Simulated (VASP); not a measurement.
# AlNi (P4/mmm) in VASP: further runs

The runs below take AlNi through single point, with PBEsol.

All numbers are computed with VASP 6.6.1; they aren't measurements. Logs are shortened: lines on timing, memory, paths and dates and some standing lists are left out, and cuts for length are marked.

### Step 1. The cell of the first run

Symmetry: P4/mmm, No. 123, tetragonal system. The conventional cell has a = 2.862 Å, b = 2.862 Å, c = 2.905 Å, α = 90.00°, β = 90.00°, γ = 90.00°. Within 3.3 Å of Al (site symmetry 4/mmm) lie 8 Ni at 2.49 Å and 6 Al at 2.86 to 2.91 Å. Ni (site symmetry 4/mmm) has 8 Al at 2.49 Å and 6 Ni at 2.86 to 2.91 Å within 3.3 Å.

### Step 2. Single point, PBEsol (strain along c alone, the other axes held: +1.5 %)

Input file INCAR:

```
PREC = Accurate ; ENCUT = 520
EDIFF = 1E-6 ; ISMEAR = 0
SIGMA = 0.1 ; LREAL = F
LASPH = T ; NELM = 80
ALGO = Fast ; ISIF = 2
LWAVE = F ; LCHARG = T
GGA = PS ; LELF = T
LVHAR = T ; NBANDS = 14
```

Input file KPOINTS:

```
Automatic mesh
0
Gamma
  18 18 18
```

Input file POSCAR:

```
AlNi
1.0
    2.8623511850      0.0000000000      0.0000000000
    0.0000000000      2.8623511850      0.0000000000
    0.0000000000      0.0000000000      2.9052864528
Al Ni
1 1
Direct
    0.5000000000      0.5000000000      0.5000000000
    0.0000000000      0.0000000000      0.0000000000
```

Potentials or basis: VASP PAW PBE potentials, release 64 (Al, Ni).

The run is started by

```console
> cat potpaw_PBE.64/Al/POTCAR potpaw_PBE.64/Ni/POTCAR > POTCAR
> mpirun -np 1 vasp_std > vasp.out
```

OUTCAR:

```text
PREC = Accurate
   ENCUT = 520
   EDIFF = 1E-6
   ISMEAR = 0
   LREAL = F
   LASPH = T
   NELM = 80
   ISIF = 2
   GGA = PS

 ion  position               nearest neighbor table
   1  0.500  0.500  0.500-   2 2.49   2 2.49   2 2.49   2 2.49   2 2.49   2 2.49   2 2.49   2 2.49

   2  0.000  0.000  0.000-   1 2.49   1 2.49   1 2.49   1 2.49   1 2.49   1 2.49   1 2.49   1 2.49

  LATTYP: Found a simple tetragonal cell.
 ALAT       =     2.8623511850
 C/A-ratio  =     1.0150000000

  Lattice vectors:

 A1 = (   2.8623511850,   0.0000000000,   0.0000000000)
 A2 = (   0.0000000000,   2.8623511850,   0.0000000000)
 A3 = (   0.0000000000,   0.0000000000,   2.9052864528)

Analysis of symmetry for initial positions (statically):
=====================================================================
 Subroutine PRICEL returns:
 Original cell was already a primitive cell.

 Routine SETGRP: Setting up the symmetry group for a
 simple tetragonal supercell.

 Subroutine GETGRP returns: Found 16 space group operations
 (whereof 16 operations were pure point group operations)
 out of a pool of 16 trial point group operations.

The static configuration has the point symmetry D_4h.

Analysis of symmetry for dynamics (positions and initial velocities):
=====================================================================
 Subroutine PRICEL returns:
 Original cell was already a primitive cell.

 Routine SETGRP: Setting up the symmetry group for a
 simple tetragonal supercell.

 Subroutine GETGRP returns: Found 16 space group operations
 (whereof 16 operations were pure point group operations)
 out of a pool of 16 trial point group operations.

The dynamic configuration has the point symmetry D_4h.

 Subroutine INISYM returns: Found 16 space group operations
 (whereof 16 operations are pure point group operations),
 and found     1 'primitive' translations

----------------------------------------------------------------------------------------

                                     Primitive cell

  volume of cell :      23.8032

  direct lattice vectors                    reciprocal lattice vectors
     2.862351185  0.000000000  0.000000000     0.349363141  0.000000000  0.000000000
     0.000000000  2.862351185  0.000000000     0.000000000  0.349363141  0.000000000
     0.000000000  0.000000000  2.905286453     0.000000000  0.000000000  0.344200139

  length of vectors
     2.862351185  2.862351185  2.905286453     0.349363141  0.349363141  0.344200139

  position of ions in fractional coordinates (direct lattice)
     0.500000000  0.500000000  0.500000000
[... 85 lines left out ...]
   ISYM   =      2    0-nonsym 1-usesym 2-fastsym
   POTIM  = 0.5000    time-step for ionic-motion
   TEBEG  =    0.0;   TEEND  =   0.0 temperature during run
   PSTRESS=    0.0 pullay stress
   NELECT =      13.0000    total number of electrons
   NUPDOWN=      -1.0000    fix difference up-down
   EMIN   =  10.00;   EMAX   =-10.00  energy-range for DOS
   EFERMI =   0.00;   METHOD = LEGACY
   ISMEAR =     0;   SIGMA  =   0.10  broadening in eV -4-tet -1-fermi 0-gaus
   EFERMI_NEDOS =   21; number of points for ismear=-14 and -15
   IALGO  =     68    algorithm
   IMIX   =      4    mixing-type and parameters
     AMIX     =   0.40;   BMIX     =  1.00
     AMIX_MAG =   1.60;   BMIX_MAG =  1.00
  volume/ion in A,a.u.               =      11.90        80.32
  Fermi-wavevector in a.u.,A,eV,Ry     =   1.338169  2.528773 24.363908  1.790697
  Thomas-Fermi vector in A             =   2.466661
   LORBIT       =      0    0 simple, 1 ext, 2 COOP (PROOUT), +10 PAW based schemes
   GGA     = PS    functional components
   LHFCALC =     F    Hartree Fock is set to
   AEXX    =    0.0000 exact exchange contribution
   IVDW    =     0    specifies the selected vdW correction
   LEPSILON=     F    determine dielectric tensor
   LRPA    =     F    only Hartree local field effects (RPA)
 non-spin polarized calculation
 RMM-DIIS sequential band-by-band and
 Gauss-broadening in eV      SIGMA  =   0.10
  energy-cutoff  :      520.00
  volume of cell :       23.80
 maximum number of plane-waves:       659
 NGX is ok and might be reduce to    24
   NGX = 11   NGY = 11   NGZ = 11

 number of electron      13.0000012 magnetization

 Free energy of the ion-electron system (eV)
  ---------------------------------------------------
  ext. energy  EPLUGINS =         0.00000000
  ---------------------------------------------------
  free energy    TOTEN  =       -11.58545439 eV

  energy without entropy =      -11.58178977  energy(sigma->0) =      -11.58362208

 E-fermi :   9.9657     XC(G=0): -12.1882

 val. band max:        9.9568083566   @ k =   0.3333   0.1111   0.0000
 cond. band min:       9.9727725553   @ k =   0.3333   0.1667   0.3889
 fundamental gap:      0.0159641986
 Fermi energy:         9.9657275198

 k-point     1 :       0.0000    0.0000    0.0000
  band No.  band energies     occupation
      1      -1.2071      2.00000
      2       6.6952      2.00000
      3       6.7070      2.00000
      4       8.3962      2.00000
      5       8.3962      2.00000
      6       8.4372      2.00000
      7      15.1213      0.00000
      8      15.6524      0.00000
      9      15.6524      0.00000
     10      18.0479      0.00000
     11      18.1792      0.00000
     12      23.7791      0.00000
     13      30.7998      0.00000
     14      30.8108      0.00000
[... 377 lines left out ...]
      1       1.0251      2.00000
      2       5.7212      2.00000
      3       7.0779      2.00000
      4       7.8044      2.00000
      5       7.8275      2.00000
      6       8.3779      2.00000
      7       9.9568      1.10038
      8      15.7768      0.00000
      9      17.8290      0.00000
     10      19.1619      0.00000
     11      22.2560      0.00000
     12      23.6242      0.00000
     13      23.9777      0.00000
     14      26.9364      0.00000

 [... further k-points ...]
[... 5 lines left out ...]
  --------------------------------------------------------------------------------------
  -------------------------------------------------------------------------------------
  Total       -0.3479521     -0.3479521     -0.4926944      0.0000000      0.0000000      0.0000000
  in kB      -23.4204521    -23.4204521    -33.1629674      0.0000000      0.0000000      0.0000000
  external PRESSURE =     -26.6679572 kB  Pullay stress =       0.0000000 kB

 VOLUME and BASIS-vectors are now :
 -----------------------------------------------------------------------------
  energy-cutoff  :      520.00
  volume of cell :       23.80
      direct lattice vectors                 reciprocal lattice vectors
     2.862351185  0.000000000  0.000000000     0.349363141  0.000000000  0.000000000
     0.000000000  2.862351185  0.000000000     0.000000000  0.349363141  0.000000000
     0.000000000  0.000000000  2.905286453     0.000000000  0.000000000  0.344200139

 POSITION                                       TOTAL-FORCE (eV/Angst)
 -----------------------------------------------------------------------------------
      1.43118      1.43118      1.45264         0.000000      0.000000      0.000000
      0.00000      0.00000      0.00000         0.000000      0.000000      0.000000
 -----------------------------------------------------------------------------------
    total drift:                                0.000000      0.000000      0.000000

  FREE ENERGIE OF THE ION-ELECTRON SYSTEM (eV)
  ---------------------------------------------------
  free  energy   TOTEN  =       -11.5854543853 eV

  energy  without entropy=      -11.5817897743  energy(sigma->0) =      -11.58362208
```

OSZICAR:

```text
N       E                     dE             d eps       ncg     rms          rms(c)
DAV:   1     0.399585881491E+02    0.39959E+02   -0.54626E+03 15692   0.978E+02
DAV:   2    -0.114367639018E+02   -0.51395E+02   -0.46521E+02 16558   0.180E+02
DAV:   3    -0.131890584807E+02   -0.17523E+01   -0.17324E+01 19498   0.369E+01
DAV:   4    -0.132123667533E+02   -0.23308E-01   -0.23302E-01 18470   0.385E+00
DAV:   5    -0.132130756502E+02   -0.70890E-03   -0.70888E-03 19998   0.730E-01    0.127E+01
RMM:   6    -0.153114589580E+02   -0.20984E+01   -0.15930E+01 18754   0.498E+01    0.175E+01
RMM:   7    -0.116039794468E+02    0.37075E+01   -0.43988E+00 17255   0.255E+01    0.120E+00
RMM:   8    -0.115967290308E+02    0.72504E-02   -0.95669E-02 16459   0.306E+00    0.762E-01
RMM:   9    -0.115898709330E+02    0.68581E-02   -0.32113E-02 17518   0.114E+00    0.590E-01
RMM:  10    -0.115854215076E+02    0.44494E-02   -0.85101E-03 18791   0.116E+00    0.133E-01
RMM:  11    -0.115856519222E+02   -0.23041E-03   -0.84010E-04 20811   0.340E-01    0.140E-01
RMM:  12    -0.115854429748E+02    0.20895E-03   -0.39219E-04 20265   0.220E-01    0.205E-02
RMM:  13    -0.115854523104E+02   -0.93356E-05   -0.95324E-05 21020   0.664E-02    0.756E-03
RMM:  14    -0.115854538369E+02   -0.15265E-05   -0.15707E-05 21120   0.280E-02    0.282E-03
RMM:  15    -0.115854543853E+02   -0.54831E-06   -0.15834E-06 12997   0.122E-02
   1 F= -.11585454E+02 E0= -.11583622E+02  d E =-.366461E-02
```

It took 3.5 min on 1 thread of Intel Xeon 8259CL, shared host; peak memory 0.3 GiB.

Results:

- Free energy: -11.5855 eV
- Pressure: -2.7 GPa
- Band gap on the k mesh: zero (an odd number of electrons rules out a gap without spin polarisation)

Caveat: the cell differs from its parent crystal (strain along c alone, the other axes held: +1.5 %); the PAW data sets were made with another functional, which shifts forces and pressure a little.

### Step 3. Single point, PBEsol (strain along c alone, the other axes held: +3.0 %)

Input file INCAR:

```
ALGO = Fast
EDIFF = 1E-7
ENCUT = 520
GGA = PS
ISIF = 2
ISMEAR = 0
LASPH = True
LCHARG = False
LREAL = False
LWAVE = False
NBANDS = 14
NELM = 80
PREC = Accurate
SIGMA = 0.1
```

Input file KPOINTS:

```
k-points
0
Gamma
  18 18 18
```

Changes to POSCAR since step 2:

```diff
@@ -4,3 +4,3 @@
     0.0000000000      2.8623511850      0.0000000000
-    0.0000000000      0.0000000000      2.9052864528
+    0.0000000000      0.0000000000      2.9482217206
 Al Ni
```

Potentials or basis: VASP PAW PBE potentials, release 64 (Al, Ni).

The run is started by

```console
> cat potpaw_PBE.64/Al/POTCAR potpaw_PBE.64/Ni/POTCAR > POTCAR
> mpirun -np 1 vasp_std > vasp.out
```

Wall time 4 min (1 thread of Intel Xeon 8259CL, shared host); peak memory 0.3 GiB.

It converged, with:

- Free energy: -11.5757 eV
- Pressure: -4.7 GPa
- Band gap on the k mesh: zero (an odd number of electrons rules out a gap without spin polarisation)

Stress tensor (GPa, compression positive):
```
-4.07  0.00  0.00
 0.00 -4.07  0.00
 0.00  0.00 -5.91
```

Levels at points of the mesh, in eV from the Fermi level:
```tsv
k point	band 4	band 5	band 6	band 7	band 8	band 9	band 10	band 11
(0.00, 0.00, 0.00)	-1.55	-1.55	-1.47	4.77	5.80	5.80	7.95	8.23
(0.50, 0.00, 0.00)	-2.33	-2.16	-1.45	-0.57	8.26	9.33	10.31	10.34
(0.50, 0.50, 0.00)	-2.72	-2.13	-2.13	-0.96	1.62	2.62	11.71	14.64
(0.00, 0.00, 0.50)	-2.17	-2.17	-1.40	-0.78	8.29	10.19	10.19	10.89
(0.50, 0.00, 0.50)	-2.84	-2.02	-1.99	-1.03	1.36	2.36	12.42	15.11
(0.50, 0.50, 0.50)	-1.01	-0.94	1.95	2.01	2.01	3.64	4.32	4.32
```

Caveat: the cell differs from its parent crystal (strain along c alone, the other axes held: +3.0 %); the cell stands under tension; the PAW data sets were made with another functional, which shifts forces and pressure a little. Spin polarisation is off, so any magnetic state and its effect on volume and gap are missing.

### Step 4. Single point, PBEsol (strain along c alone, the other axes held: +4.5 %)

Input file INCAR:

```
ALGO = Fast
EDIFF = 1E-6
ENCUT = 520
GGA = PS
ISIF = 2
ISMEAR = 0
LASPH = T
LCHARG = F
LREAL = F
LWAVE = F
NBANDS = 14
NELM = 100
PREC = Accurate
SIGMA = 0.1
```

KPOINTS is that of step 3.

Changes to POSCAR since step 3:

```diff
@@ -4,3 +4,3 @@
     0.0000000000      2.8623511850      0.0000000000
-    0.0000000000      0.0000000000      2.9482217206
+    0.0000000000      0.0000000000      2.9911569884
 Al Ni
```

The run is started by

```console
> cat potpaw_PBE.64/Al/POTCAR potpaw_PBE.64/Ni/POTCAR > POTCAR
> mpirun -np 1 vasp_std > vasp.out
```

Wall time 3.1 min (1 thread of Intel Xeon 8259CL, shared host); peak memory 0.3 GiB.

It converged, with:

* Free energy: -11.5599 eV
* Pressure: -6.8 GPa
* Band gap on the k mesh: zero (an odd number of electrons rules out a gap without spin polarisation)

Stress tensor (GPa, compression positive):
```
-5.94  0.00  0.00
 0.00 -5.94  0.00
 0.00  0.00 -8.55
```

Levels at points of the mesh, in eV from the Fermi level:
```
           k point  band 3  band 4  band 5  band 6  band 7  band 8  band 9  band 10  band 11  band 12
(0.00, 0.00, 0.00)   -3.10   -1.53   -1.53   -1.41    4.40    5.91    5.91     7.80     8.24    13.39
(0.50, 0.00, 0.00)   -2.64   -2.34   -2.09   -1.43   -0.53    8.21    8.99    10.00    10.42    11.24
(0.50, 0.50, 0.00)   -2.62   -2.62   -2.12   -2.12   -0.92    1.69    2.63    11.36    14.35    14.35
(0.00, 0.00, 0.50)   -2.71   -2.10   -2.10   -1.35   -0.84    8.28   10.25    10.25    10.80    10.80
(0.50, 0.00, 0.50)   -3.01   -2.79   -1.96   -1.93   -1.03    1.31    2.25    12.39    15.03    15.42
(0.50, 0.50, 0.50)   -3.97   -1.01   -0.90    1.95    2.04    2.04    3.52     4.21     4.21     4.68
```

Caveat: the cell differs from its parent crystal (strain along c alone, the other axes held: +4.5 %); the cell stands under tension; the PAW data sets were made with another functional, which shifts forces and pressure a little. Spin polarisation is off, so any magnetic state and its effect on volume and gap are missing.

### Step 5. Overview

| cell | further INCAR settings | gap on the mesh (eV) | pressure (GPa) |
| --- | --- | --- | --- |
| a = 2.862, b = 2.862, c = 2.905 Å, 2 atoms | ALGO = Fast; EDIFF = 1e-06; NBANDS = 14 | none | -2.7 |
| a = 2.862, b = 2.862, c = 2.948 Å, 2 atoms | ALGO = Fast; EDIFF = 1e-07; NBANDS = 14 | none | -4.7 |
| a = 2.862, b = 2.862, c = 2.991 Å, 2 atoms | ALGO = Fast; EDIFF = 1e-06; NBANDS = 14 | none | -6.8 |

Alike in all rows: task single point; level PBEsol; potentials or basis VASP PAW PBE potentials, release 64 (Al, Ni); no spin polarisation; k mesh 18 × 18 × 18; cutoff (eV) 520; smearing gaussian 0.1 eV.

Caveats: the PAW data sets were made with another functional, which shifts forces and pressure a little; the cell stands under tension (at least some runs).

Absolute energies hang on the potentials; compare differences alone.
